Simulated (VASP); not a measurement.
HfO2:

```xyz
12
Lattice="5.1180 0.0000 0.0000 0.0000 5.1857 0.0000 -0.8587 0.0000 5.2139" Properties=species:S:1:pos:R:3 pbc="T T T"
Hf    0.8021    2.3870    3.6914
Hf    3.0279    4.9798    4.1294
Hf    3.4573    2.7987    1.5224
Hf    1.2314    0.2059    1.0845
O    -0.3473    0.8733    4.4146
O     4.1773    3.4661    3.4062
O     4.6066    4.3124    0.7993
O     0.0821    1.7196    1.8076
O     1.4549    3.8473    5.1101
O     2.3751    1.2544    2.7107
O     2.8045    1.3384    0.1038
O     1.8842    3.9313    2.5032
```

| Quantity | Value |
| --- | --- |
| Program | VASP 6.6.1 |
| Task | relaxation of cell and atoms |
| Functional | PBEsol |
| Dispersion | D4 |
| Potentials or basis | VASP PAW PBE potentials, release 64 (Hf_pv, O) |
| Cutoff | 600 eV |
| k mesh | 5 × 5 × 5 |
| Occupations | fermi-dirac, width 0.05 eV |
| Spin | no spin polarisation |

At the start: pressure -6.5 GPa; volume 11.53 Å³/atom.

Q: How do energy, volume and symmetry change on relaxing?

A: Over 28 steps the energy falls by 9.5 meV/atom and the volume is 11.17 Å³/atom (-3.1 %); space group P2_1/c (No. 14, to 0.1 Å) before and after.

The path:
```csv
step,energy change (eV),largest force (eV/Å),pressure (GPa),volume (Å³)
1,0.0000,0.4289,-6.47,138.38
2,0.0871,0.3090,11.59,129.25
3,-0.0913,0.3144,0.47,134.47
4,-0.1022,0.2482,-0.15,134.54
5,-0.1027,0.1843,-0.04,134.53
6,-0.1074,0.0711,0.03,134.50
7,-0.1075,0.0822,0.05,134.49
8,-0.1091,0.0282,-0.10,134.54
9,-0.1093,0.0336,-0.14,134.55
10,-0.1096,0.0294,0.21,134.38
11,-0.1096,0.0296,0.18,134.39
12,-0.1098,0.0299,0.04,134.46
13,-0.1099,0.0359,-0.08,134.52
14,-0.1102,0.0296,-0.07,134.51
15,-0.1106,0.0533,-0.04,134.46
16,-0.1108,0.0421,-0.03,134.44
17,-0.1113,0.0309,-0.02,134.37
18,-0.1114,0.1013,0.00,134.23
19,-0.1115,0.0710,-0.01,134.28
20,-0.1117,0.0637,0.01,134.26
21,-0.1123,0.0435,0.08,134.17
22,-0.1127,0.0315,0.20,134.00
23,-0.1129,0.0308,0.01,134.08
24,-0.1130,0.0301,-0.21,134.18
25,-0.1134,0.0235,-0.11,134.12
26,-0.1136,0.0209,0.07,134.01
27,-0.1137,0.0141,-0.05,134.04
28,-0.1137,0.0095,-0.02,134.03
```

Final structure:
```yaml
crystal:
  lattice:
    - [5.05626, 0.00000, -0.00582]
    - [0.00000, 5.15213, 0.00000]
    - [-0.85434, 0.00000, 5.14609]
  atoms:
    - { symbol: Hf, position: [0.27760, 0.45751, 0.70776] }
    - { symbol: Hf, position: [0.72240, 0.95751, 0.79224] }
    - { symbol: Hf, position: [0.72240, 0.54249, 0.29224] }
    - { symbol: Hf, position: [0.27760, 0.04249, 0.20776] }
    - { symbol: O, position: [0.07385, 0.15761, 0.83641] }
    - { symbol: O, position: [0.92615, 0.65761, 0.66359] }
    - { symbol: O, position: [0.92615, 0.84239, 0.16359] }
    - { symbol: O, position: [0.07385, 0.34239, 0.33641] }
    - { symbol: O, position: [0.44623, 0.74115, 0.98199] }
    - { symbol: O, position: [0.55377, 0.24115, 0.51801] }
    - { symbol: O, position: [0.55377, 0.25885, 0.01801] }
    - { symbol: O, position: [0.44623, 0.75885, 0.48199] }
```

Caveat: the PAW data sets were made with another functional, which shifts forces and pressure a little.
